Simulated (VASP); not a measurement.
A run of VASP 6.6.1 is set up as follows.

File INCAR:

```
SYSTEM = CsPb2Br5
ALGO     = Normal         ! electronic algorithm
EDIFF    = 1E-8           ! SCF threshold, eV
ENCUT    = 520            ! plane-wave cutoff, eV
GGA      = PE             ! functional
ISIF     = 2              ! what is computed and relaxed
ISMEAR   = -1             ! smearing method
KPAR     = 4            
LASPH    = .TRUE.         ! aspherical terms in the spheres
LCHARG   = .FALSE.        ! write CHGCAR
LEFG     = .TRUE.       
LREAL    = Auto         
LWAVE    = .FALSE.        ! write WAVECAR
NBANDS   = 86             ! bands
NELECT   = 143.0        
NELM     = 80             ! most SCF steps
PREC     = Accurate       ! precision mode
SIGMA    = 0.02           ! smearing width, eV
```

Contents of KPOINTS:

```
k-points
0
G
  5 5 5
  0 0 0
```

File POSCAR:

```
CsPb2Br5
1.0
   -4.2686127600      4.2686127600      7.7929529800
    4.2686127600     -4.2686127600      7.7929529800
    4.2686127600      4.2686127600     -7.7929529800
Cs Pb Br
2 4 10
Direct
    0.7500000000      0.7500000000      0.0000000000
    0.2500000000      0.2500000000      0.0000000000
    0.6674201900      0.8325798100      0.5000000000
    0.3325798100      0.1674201900      0.5000000000
    0.8325798100      0.3325798100      0.1651596200
    0.1674201900      0.6674201900      0.8348403800
    0.5000000000      0.5000000000      0.0000000000
    0.0000000000      0.0000000000      0.0000000000
    0.7198828200      0.5273875800      0.5000000000
    0.2801171800      0.4726124200      0.5000000000
    0.0273875800      0.2198828200      0.5000000000
    0.9726124200      0.7801171800      0.5000000000
    0.5273875800      0.0273875800      0.8075047600
    0.4726124200      0.9726124200      0.1924952400
    0.2198828200      0.7198828200      0.1924952400
    0.7801171800      0.2801171800      0.8075047600
```

Potentials or basis: VASP PAW PBE potentials, release 64 (Cs_sv, Pb_d, Br).

The run is started by

```bash
$ cat potpaw_PBE.64/Cs_sv/POTCAR potpaw_PBE.64/Pb_d/POTCAR potpaw_PBE.64/Br/POTCAR > POTCAR
$ mpirun -np 4 vasp_std > vasp.out
```

Question: Estimate the largest force.

Answer: 0.130 eV/Å.

Electric field gradients, principal values (V/Å²):
| atom | least | middle | greatest (by size) |
| --- | --- | --- | --- |
| 1 Cs | 3.358 | 3.359 | -6.717 |
| 2 Cs | 3.358 | 3.359 | -6.717 |
| 3 Pb | -21.718 | -108.957 | 130.675 |
| 4 Pb | -21.718 | -108.957 | 130.675 |
| 5 Pb | -21.719 | -108.957 | 130.675 |
| 6 Pb | -21.719 | -108.957 | 130.675 |
| 7 Br | 94.704 | 94.705 | -189.408 |
| 8 Br | 94.704 | 94.705 | -189.408 |
| 9 Br | -20.062 | -112.158 | 132.219 |
| 10 Br | -20.062 | -112.158 | 132.219 |
| 11 Br | -20.062 | -112.158 | 132.219 |
| 12 Br | -20.062 | -112.158 | 132.219 |
| 13 Br | -20.062 | -112.158 | 132.220 |
| 14 Br | -20.062 | -112.158 | 132.220 |
| 15 Br | -20.061 | -112.158 | 132.219 |
| 16 Br | -20.061 | -112.158 | 132.219 |

Caveat: the cell carries a net charge on a neutralising background, which shifts energy and pressure; without QUAD_EFG the Cq values of the log hold for a quadrupole moment of 1 mb, not for the nuclei; an odd number of electrons without spin polarisation forces a metal; a magnetic or distorted state may lie lower.
